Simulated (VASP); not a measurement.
**ZrB4C2: relaxation of cell and atoms with PBE**

The system is ZrB4C2.

```xyz
7
Lattice="0.0000 3.4968 3.4968 3.4968 0.0000 3.4968 3.4968 3.4968 0.0000" Properties=species:S:1:pos:R:3 pbc="T T T"
Zr    0.0000    0.0000    0.0000
B     2.6309    4.3628    2.6309
B     4.3628    4.3628    4.3628
B     4.3628    2.6309    2.6309
B     2.6309    2.6309    4.3628
C     3.4968    3.4968    3.4968
C     5.2453    5.2453    5.2453
```

* Program: VASP 6.6.1
* Task: relaxation of cell and atoms
* Functional: PBE
* Potentials or basis: VASP PAW PBE potentials, release 64 (Zr_sv, B, C)
* Cutoff: 600 eV
* k mesh: 10 × 10 × 10
* Occupations: gaussian, width 0.1 eV
* Spin: no spin polarisation
* Dipole correction: no
* Further INCAR settings: ALGO = Normal; EDIFF = 1e-06; IBRION = 2; EDIFFG = -0.01; NSW = 100; ISIF = 3

```
Relaxed volume                         : 12.18 Å³/atom
Relaxed cell                           : a = 4.941 Å, b = 4.941 Å, c = 4.941 Å, α = 60.00°, β = 60.00°, γ = 60.00°
Space group after relaxing (to 0.05 Å) : F-43m (No. 216)
Energy gained by relaxing              : 0.0 meV/atom
Ionic steps                            : 4
Pressure after relaxing                : 0.0 GPa
Largest force after relaxing           : 0.009 eV/Å
Band gap on the k mesh                 : zero (band 16 reaches 6.25 eV, above the bottom of band 17 at 5.69 eV)
```

Forces in eV/Å, atoms in the order of the input:
```
Zr   0.000  0.000  0.000
B   -0.005  0.005 -0.005
B    0.005  0.005  0.005
B    0.005 -0.005 -0.005
B   -0.005 -0.005  0.005
C    0.000  0.000  0.000
C    0.000  0.000  0.000
```

The path:
```tsv
step	energy change (eV)	largest force (eV/Å)	pressure (GPa)	volume (Å³)
1	0.0000	0.0145	-0.38	85.52
2	-0.0002	0.0229	0.18	85.16
3	-0.0003	0.0100	0.01	85.28
4	-0.0003	0.0088	-0.02	85.29
```

Final structure:
```
CELL_PARAMETERS angstrom
0.00000 3.49377 3.49377
3.49377 0.00000 3.49377
3.49377 3.49377 0.00000
ATOMIC_POSITIONS crystal
Zr 0.00000 0.00000 0.00000
B 0.62378 0.12867 0.62378
B 0.62378 0.62378 0.62378
B 0.12867 0.62378 0.62378
B 0.62378 0.62378 0.12867
C 0.50000 0.50000 0.50000
C 0.75000 0.75000 0.75000
```

Levels at points of the mesh, in eV from the Fermi level:
```
           k point  band 13  band 14  band 15  band 16  band 17  band 18  band 19  band 20
(0.00, 0.00, 0.00)    -3.12    -3.12    -1.43     0.13     0.13     0.13     2.76     2.76
(0.50, 0.00, 0.00)    -1.51    -1.51    -0.39    -0.03    -0.03     0.10     0.35     0.35
(0.50, 0.50, 0.00)    -2.24    -2.22    -1.56     0.38     0.38     0.69     0.70     1.59
```

Wall time 4.2 min on 1 thread of Intel(R) Xeon(R) Platinum 8259CL CPU @ 2.50GHz (Skylake/Cascade Lake), on a shared host, peak memory 0.32 GiB.
